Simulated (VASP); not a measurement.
# C (P1) in VASP: single point with HSE06

Aim: the single point of C with HSE06.

All numbers are computed with VASP 6.6.1; they aren't measurements. Logs are shortened: lines on timing, memory, paths and dates and some standing lists are left out, and cuts for length are marked.

### 1 The cell of the first run

The typed cell holds 63 atoms: a = 7.134 Å, b = 7.134 Å, c = 7.134 Å, α = 90.00°, β = 90.00°, γ = 90.00°.

### 2 Single point, HSE06, collinear spin

Contents of POSCAR:

```
C
1.0
    7.1340000000      0.0000000000      0.0000000000
    0.0000000000      7.1340000000      0.0000000000
    0.0000000000      0.0000000000      7.1340000000
C
63
Direct
   -0.0004713400      0.7487259400      0.7495510500
    0.7497878200     -0.0009388700      0.7481577200
    0.7520555700      0.7489976300     -0.0021613900
    0.2488688800      0.2509289600      0.0013874400
    0.2489228800     -0.0005294200      0.2519104400
   -0.0018954500      0.2490127800      0.2481925400
    0.0002843200      0.5015483400      0.5002761200
    0.7489246000      0.7491676400      0.5009437700
    0.7472022600      0.5026605300      0.7509785800
    0.2499494300      0.0013782300      0.7502887400
    0.2499452200      0.7494555100      0.0016863500
    0.5022992200      0.0007107800      0.4989875100
    0.5013236600      0.7479982000      0.7511835200
   -0.0023826900      0.2511063500      0.7475460200
    0.4983291800      0.5005139000     -0.0024309800
   -0.0010529100      0.7499098300      0.2508214400
    0.4998888900      0.2496655700      0.2499418700
    0.7490666300      0.2495780500      0.0015280600
    0.7518020700      0.0017480300      0.2478987600
    0.2496267100      0.5018988700      0.2496331300
    0.2525172200      0.2492023600      0.5010169800
    0.7519824800      0.4974257500      0.2507586200
    0.7511080400      0.2482668000      0.4994989500
    0.2473863800      0.7485659700      0.5020938000
    0.2482566300      0.4974400500      0.7490431100
    0.4984479300      0.7487310600      0.2487991400
    0.4975623700      0.4994224700      0.4976532600
    0.0007467100     -0.0005559700      0.5015124200
    0.5007165900      0.2521262300      0.7477678000
   -0.0008151200      0.5008437400     -0.0010821100
    0.4997094000     -0.0008167700      0.0027875600
    0.1277863900      0.1256515700      0.1246455000
    0.1277778800      0.8734230000      0.8734088600
    0.8768459600      0.1223309000      0.8764076700
    0.8775353000      0.8768196100      0.1222166400
    0.3748473000      0.3770947400      0.1266438100
    0.3723482600      0.1225852800      0.3732505700
    0.1238506900      0.3769414600      0.3733080500
    0.1227710000      0.6243514400      0.6246384700
    0.8775629800      0.8759165700      0.6261322300
    0.8741585300      0.6277941000      0.8725517400
    0.3747098900      0.1227417400      0.8729474400
    0.3743404300      0.8768556400      0.1235550800
    0.6265385600      0.1235145200      0.6226500600
    0.6247899300      0.8724505300      0.8738209000
    0.1257302800      0.3737297000      0.8773845400
    0.6229224200      0.6252606300      0.1258002600
    0.1235949600      0.8745747700      0.3767713000
    0.6233843200      0.3773629900      0.3771381700
    0.8753959000      0.3741238800      0.1231991700
    0.8774971000      0.1269762900      0.3762084000
    0.3736218900      0.6261957400      0.3722419700
    0.3759796400      0.3737508200      0.6223997500
    0.8739253200      0.6226344500      0.3764580700
    0.8737406300      0.3771645800      0.6268590700
    0.3750621000      0.8760116900      0.6254835200
    0.3769621600      0.6239889800      0.8770205500
    0.6268039900      0.8758723800      0.3736345500
    0.6239601200      0.6223578000      0.6240704500
    0.1274244900      0.1249613700      0.6267697800
    0.6225726200      0.3753404100      0.8741898400
    0.1244324000      0.6275677500      0.1231230300
    0.6272186600      0.1245479000      0.1242928700
```

Contents of INCAR.step1:

```
ALGO     = Normal         # electronic algorithm
EDIFF    = 1E-5           # SCF threshold, eV
ENCUT    = 520            # plane-wave cutoff, eV
GGA      = PE             # functional
GGA_COMPAT= F            
ISIF     = 2              # what is computed and relaxed
ISMEAR   = -1             # smearing method
ISPIN    = 2              # spin polarisation
LASPH    = T              # aspherical terms in the spheres
LCHARG   = F              # write CHGCAR
LORBIT   = 11             # projections on sites
LREAL    = Auto         
LWAVE    = T              # write WAVECAR
MAGMOM   = 0 0 0 0 0 0 0 0 0 0 0 0 0 0 0 0 0 0 0 0 0 0 0 0 0 0 0 0 0 0 0 0.5 0.5 0.5 0.5 0 0 0 0 0 0 0 0 0 0 0 0 0 0 0 0 0 0 0 0 0 0 0 0 0 0 0 0 # initial moments
NBANDS   = 167            # bands
NCORE    = 4            
NELM     = 200            # most SCF steps
PREC     = Accurate       # precision mode
SIGMA    = 0.1            # smearing width, eV
```

Contents of INCAR.step2:

```
ALGO     = Normal         # electronic algorithm
EDIFF    = 1E-6           # SCF threshold, eV
ENCUT    = 520            # plane-wave cutoff, eV
GGA      = PE             # functional
GGA_COMPAT= F            
HFSCREEN = 0.2079         # screening, 1/A
ISIF     = 2              # what is computed and relaxed
ISMEAR   = -1             # smearing method
ISPIN    = 2              # spin polarisation
ISTART   = 1            
LASPH    = T              # aspherical terms in the spheres
LCHARG   = F              # write CHGCAR
LHFCALC  = T              # exact exchange
LORBIT   = 11             # projections on sites
LREAL    = Auto         
LWAVE    = F              # write WAVECAR
MAGMOM   = 0 0 0 0 0 0 0 0 0 0 0 0 0 0 0 0 0 0 0 0 0 0 0 0 0 0 0 0 0 0 0 0.5 0.5 0.5 0.5 0 0 0 0 0 0 0 0 0 0 0 0 0 0 0 0 0 0 0 0 0 0 0 0 0 0 0 0 # initial moments
NBANDS   = 167            # bands
NCORE    = 4            
NELM     = 200            # most SCF steps
PREC     = Accurate       # precision mode
PRECFOCK = Fast         
SIGMA    = 0.1            # smearing width, eV
```

Contents of KPOINTS:

```
k-points
0
Gamma
  1 1 1
```

Potentials or basis: VASP PAW PBE potentials, release 64 (C).

The run is started by

```bash
$ cat potpaw_PBE.64/C/POTCAR > POTCAR
$ cp INCAR.step1 INCAR
$ mpirun -np 4 vasp_gam > vasp.out
$ cp INCAR.step2 INCAR
$ mpirun -np 4 vasp_gam > vasp.out
```

OUTCAR:

```text
EDIFF = 1E-6
   ENCUT = 520
   GGA = PE
   HFSCREEN = 0.2079
   ISIF = 2
   ISMEAR = -1
   ISPIN = 2
   ISTART = 1
   LASPH = T
   LHFCALC = T
   LORBIT = 11
   LREAL = Auto
   NELM = 200
   PREC = Accurate
   PRECFOCK = Fast

 ion  position               nearest neighbor table
   1  1.000  0.749  0.750-  41 1.52  39 1.53  40 1.53  33 1.55
   2  0.750  0.999  0.748-  40 1.54  44 1.54  45 1.55  34 1.56
   3  0.752  0.749  0.998-  41 1.52  45 1.54  35 1.56  47 1.57
   4  0.249  0.251  0.001-  32 1.52  46 1.52  36 1.55  42 1.58
   5  0.249  0.999  0.252-  37 1.52  32 1.54  48 1.54  43 1.55
   6  0.998  0.249  0.248-  51 1.53  50 1.54  32 1.55  38 1.56
[... 55 lines left out ...]
  62  0.124  0.628  0.123-  11 1.52  16 1.55  30 1.55  20 1.55
  63  0.627  0.125  0.124-  18 1.52  19 1.53  31 1.54  17 1.56

  LATTYP: Found a simple cubic cell.
 ALAT       =     7.1340000000

  Lattice vectors:

 A1 = (   7.1340000000,   0.0000000000,   0.0000000000)
 A2 = (   0.0000000000,   7.1340000000,   0.0000000000)
 A3 = (   0.0000000000,   0.0000000000,   7.1340000000)

Analysis of symmetry for initial positions (statically):
=====================================================================
 Subroutine PRICEL returns:
 Original cell was already a primitive cell.

 Routine SETGRP: Setting up the symmetry group for a
 simple cubic supercell.

 Subroutine GETGRP returns: Found  1 space group operations
 (whereof  1 operations were pure point group operations)
 out of a pool of 48 trial point group operations.

The static configuration has the point symmetry C_1 .

Analysis of symmetry for dynamics (positions and initial velocities):
=====================================================================
 Subroutine PRICEL returns:
 Original cell was already a primitive cell.

 Routine SETGRP: Setting up the symmetry group for a
 simple cubic supercell.

 Subroutine GETGRP returns: Found  1 space group operations
 (whereof  1 operations were pure point group operations)
 out of a pool of 48 trial point group operations.

The dynamic configuration has the point symmetry C_1 .

Analysis of structural, dynamic, and magnetic symmetry:
=====================================================================
 Subroutine PRICEL returns:
 Original cell was already a primitive cell.

 Routine SETGRP: Setting up the symmetry group for a
[... 251 lines left out ...]

 Free energy of the ion-electron system (eV)
  ---------------------------------------------------
  ext. energy  EPLUGINS =         0.00000000
  ---------------------------------------------------
  free energy    TOTEN  =      -651.56396482 eV

  energy without entropy =     -651.56154071  energy(sigma->0) =     -651.56275276

 E-fermi :  10.6258     XC(G=0): -10.7510

 val. band max:        9.9338016460   @ k =   0.0000   0.0000   0.0000
 cond. band min:      11.2825454743   @ k =   0.0000   0.0000   0.0000
 fundamental gap:      1.3487438283
 Fermi energy:        10.6257535632

 spin component 1

 k-point     1 :       0.0000    0.0000    0.0000
  band No.  band energies     occupation
      1     -14.5723      1.00000
      2     -12.2284      1.00000
      3     -12.2099      1.00000
      4     -12.1447      1.00000
      5     -12.1207      1.00000
      6     -12.0968      1.00000
[... 130 lines left out ...]
    137      15.0073      0.00000
    138      15.0458      0.00000
 Fermi energy:        10.6257535632

 spin component 2

 k-point     1 :       0.0000    0.0000    0.0000
  band No.  band energies     occupation
      1     -14.5430      1.00000
      2     -12.2099      1.00000
      3     -12.1880      1.00000
      4     -12.1147      1.00000
      5     -12.1013      1.00000
      6     -12.0526      1.00000
[... 130 lines left out ...]
    137      15.0666      0.00000
    138      15.0961      0.00000
 [bands above 138 left out]

------------------------ aborting loop because EDIFF is reached ----------------------------------------

  FORCE on cell =-STRESS in cart. coord.  units (eV):
  Direction    XX          YY          ZZ          XY          YZ          ZX
  --------------------------------------------------------------------------------------
  -------------------------------------------------------------------------------------
  Total      -15.4384815    -15.4923014    -15.6756110     -2.2084505      2.6416768      2.4768010
  in kB      -68.1264641    -68.3639590    -69.1728621     -9.7453835     11.6571115     10.9295525
  external PRESSURE =     -68.5544284 kB  Pullay stress =       0.0000000 kB

 VOLUME and BASIS-vectors are now :
 -----------------------------------------------------------------------------
  energy-cutoff  :      520.00
  volume of cell :      363.08
      direct lattice vectors                 reciprocal lattice vectors
     7.134000000  0.000000000  0.000000000     0.140173816  0.000000000  0.000000000
     0.000000000  7.134000000  0.000000000     0.000000000  0.140173816  0.000000000
     0.000000000  0.000000000  7.134000000     0.000000000  0.000000000  0.140173816

 POSITION                                       TOTAL-FORCE (eV/Angst)
 -----------------------------------------------------------------------------------
      7.13064      5.34141      5.34730         0.363310      1.343721      0.584906
      5.34899      7.12730      5.33736         0.915318     -0.084430      1.276985
      5.36516      5.34335      7.11858         0.480571      1.725196     -0.171723
      1.77543      1.79013      0.00990        -0.025164     -1.118798     -1.042274
      1.77582      7.13022      1.79713        -0.563298     -0.192350     -1.370458
      7.12048      1.77646      1.77061         1.016869     -0.138111     -0.490524
[... 55 lines left out ...]
      0.88770      4.47707      0.87836        -0.151264     -0.833660      0.719507
      4.47458      0.88852      0.88671        -0.948689      0.322794      0.429614
 -----------------------------------------------------------------------------------
    total drift:                                0.002894     -0.035486     -0.034676

  FREE ENERGIE OF THE ION-ELECTRON SYSTEM (eV)
  ---------------------------------------------------
  free  energy   TOTEN  =      -651.5639648170 eV

  energy  without entropy=     -651.5615407111  energy(sigma->0) =     -651.56275276

 total charge

# of ion       s       p       d       tot
------------------------------------------
    1        0.830   1.759   0.000   2.589
    2        0.828   1.740   0.000   2.568
    3        0.830   1.737   0.000   2.567
    4        0.830   1.738   0.000   2.568
    5        0.829   1.753   0.000   2.582
    6        0.828   1.744   0.000   2.572
[... 55 lines left out ...]
   62        0.830   1.753   0.000   2.583
   63        0.831   1.761   0.000   2.591
--------------------------------------------------
tot         52.326 109.531   0.000 161.857

 magnetization (x)

# of ion       s       p       d       tot
------------------------------------------
    1       -0.002  -0.002   0.000  -0.004
    2       -0.001  -0.000   0.000  -0.002
    3        0.001   0.005   0.000   0.006
    4       -0.003  -0.010   0.000  -0.013
    5       -0.002  -0.002   0.000  -0.004
    6       -0.002  -0.003   0.000  -0.005
[... 55 lines left out ...]
   62        0.000   0.004   0.000   0.004
   63        0.000   0.003   0.000   0.003
--------------------------------------------------
tot          0.191   1.113   0.000   1.303
```

It took 13 min on 4 MPI ranks of AMD EPYC 7R43 (Zen 3), shared host; peak memory 0.3 GiB.

Results:

```
Free energy                                           : -651.5640 eV
Pressure                                              : -6.9 GPa
Largest force                                         : 4.262 eV/Å
Band gap on the k mesh                                : 1.35 eV
Net moment                                            : 2.00 μB per cell
Site moments                                          : C -0.00, +0.01, -0.01, +0.00, +0.40, +0.39, -0.10, +0.02, +0.03 (each value once) μB
Valence electrons inside the program's atomic spheres : C 2.59, 2.57, 2.58, 2.55, 2.60, 2.56, 2.48, 2.45, 2.39 (each value once)
```

Forces on the atoms (eV/Å):
```
C    0.363  1.344  0.585
C    0.915 -0.084  1.277
C    0.481  1.725 -0.172
C   -0.025 -1.119 -1.042
C   -0.563 -0.192 -1.370
C    1.017 -0.138 -0.491
C   -0.132 -0.445 -0.230
C    0.542  0.217 -0.485
C    0.598 -0.821 -0.375
C   -0.437  0.118  0.717
C   -0.346  1.222 -0.833
C   -0.596 -0.165 -0.329
C   -0.659  0.377 -0.424
C    1.651 -1.007  1.909
C    0.568 -0.215  0.832
C    0.876  1.289 -1.367
C   -0.081  0.156 -0.019
C    0.980 -0.540 -0.957
C    1.258  0.366 -0.638
C   -0.336 -0.131 -0.329
C   -0.912  0.032 -0.930
C   -0.876  0.783 -0.240
C   -0.241  1.029  0.325
C    0.704  0.642 -0.605
C    0.632  0.609  0.356
C    0.536  1.022  0.018
C    0.463  0.480  0.350
C    0.228  0.418 -0.247
C    0.076 -1.070  0.147
C    0.179  0.038 -0.056
C    0.331  0.119 -1.394
C    0.643  1.313  3.222
C    0.985 -2.819 -1.220
C   -3.392  1.859 -1.792
C   -1.859 -1.777  1.829
C   -0.023 -0.546 -0.138
C    1.171  0.825  0.811
C    0.452 -0.523  0.698
C    0.662 -0.398  0.308
C   -0.903 -0.515 -0.347
C    0.068 -1.153  0.585
C    0.370  1.147  0.887
C   -0.093 -0.740  0.951
C   -0.303  0.681  0.424
C    0.119  0.514  0.370
C   -0.707  0.352 -0.934
C    0.815 -0.641  0.127
C    0.099 -0.110 -0.038
C    0.511 -1.448 -0.790
C   -0.378  0.152  0.425
C   -0.519 -0.624 -0.356
C   -0.179 -0.255  1.022
C   -0.515  0.271  0.527
C   -0.489  0.480 -0.207
C   -0.420 -0.537 -0.475
C    0.139 -1.058 -0.015
C   -0.998 -0.083 -1.022
C   -0.534 -1.122  0.273
C   -0.410  0.850  0.160
C   -0.815  0.338 -0.573
C    0.408  0.017  0.157
C   -0.151 -0.834  0.720
C   -0.949  0.323  0.430
```

Levels at points of the mesh, in eV from the valence-band top:
Spin up:
| k point | band 124 | band 125 | band 126 | band 127 | band 128 | band 129 | band 130 | band 131 |
| --- | --- | --- | --- | --- | --- | --- | --- | --- |
| (0.00, 0.00, 0.00) | -1.84 | -1.74 | -0.06 | 0.00 | 1.35 | 4.58 | 4.65 | 4.68 |
Spin down:
| k point | band 122 | band 123 | band 124 | band 125 | band 126 | band 127 | band 128 | band 129 |
| --- | --- | --- | --- | --- | --- | --- | --- | --- |
| (0.00, 0.00, 0.00) | -3.48 | -1.63 | -1.47 | -1.46 | 1.59 | 3.04 | 3.07 | 4.59 |

Caveat: the k points lie up to 0.88 Å⁻¹ apart, too coarse for converged energies, forces and pressures; the PAW data sets were made with another functional, which shifts forces and pressure a little. A k mesh can miss the band edges.
